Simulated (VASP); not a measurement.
Wanted: the native input for a VASP 6.6.1 run.

```yaml
Task: single point
Functional: RPBE
Dispersion: D3(BJ)
Potentials_or_basis: VASP PAW PBE potentials, release 64 (Pt)
Cutoff: 400 eV
k_mesh: 3 × 4 × 4, shifted
Occupations: methfessel-paxton, width 0.15 eV
Spin: no spin polarisation
Dipole_correction: no
Further_INCAR_settings: ALGO = Normal; EDIFF = 1e-06; NBANDS = 66
```

The structure of Pt (a cell with a defect) lies in POSCAR:

```
Pt
1.0
    0.0000000000      5.8827000000      5.8827000000
    3.9218000000      0.0000000000      3.9218000000
    3.9218000000      3.9218000000      0.0000000000
Pt
11
Direct
    0.0000000000      0.0000000000      0.5000000000
    0.0000000000      0.5000000000      0.0000000000
    0.0000000000      0.5000000000      0.5000000000
    0.3245431173      0.0037536398      0.0037536398
    0.3328347297     -0.0000096958      0.5006452145
    0.3328347297      0.5006452145     -0.0000096958
    0.3330295226      0.4999678384      0.4999678384
    0.6754568827     -0.0037536398     -0.0037536398
    0.6671652703      0.0000096958      0.4993547855
    0.6671652703      0.4993547855      0.0000096958
    0.6669704774      0.5000321616      0.5000321616
```

These files were run (other wordings do the same):

INCAR

```
ALGO     = Normal         # electronic algorithm
EDIFF    = 1E-6           # SCF threshold, eV
ENCUT    = 400            # plane-wave cutoff, eV
GGA      = RP             # functional
GGA_COMPAT= False        
ISIF     = 2              # what is computed and relaxed
ISMEAR   = 1              # smearing method
IVDW     = 12             # dispersion correction
LASPH    = True           # aspherical terms in the spheres
LCHARG   = False          # write CHGCAR
LREAL    = False          # projectors in reciprocal space
LWAVE    = False          # write WAVECAR
NBANDS   = 66             # bands
NELM     = 120            # most SCF steps
PREC     = Accurate       # precision mode
SIGMA    = 0.15           # smearing width, eV
```

KPOINTS

```
Automatic mesh
0
Gamma
  3 4 4
  0 0.5 0.5
```

Potentials or basis: VASP PAW PBE potentials, release 64 (Pt).

Command:

```sh
$ cat potpaw_PBE.64/Pt/POTCAR > POTCAR
$ mpirun -np 1 vasp_std > vasp.out
```

It gave:

* Pressure: -37.8 GPa
* Largest force: 0.034 eV/Å
* Band gap on the k mesh: zero (bands 55 and 56 overlap by 0.59 eV)
* Dispersion energy per atom: -3.929 eV

Caveat: three body term missing; the dispersion term is far too large for a dense solid, which distorts pressure and volume; the PAW data sets were made with another functional, which shifts forces and pressure a little; spin-orbit coupling is left out, which moves the levels of the heavy elements.

Run time: 2.1 min on 1 thread of Intel(R) Xeon(R) Platinum 8488C (Sapphire Rapids), with other jobs on the host, peak memory 0.28 GiB.
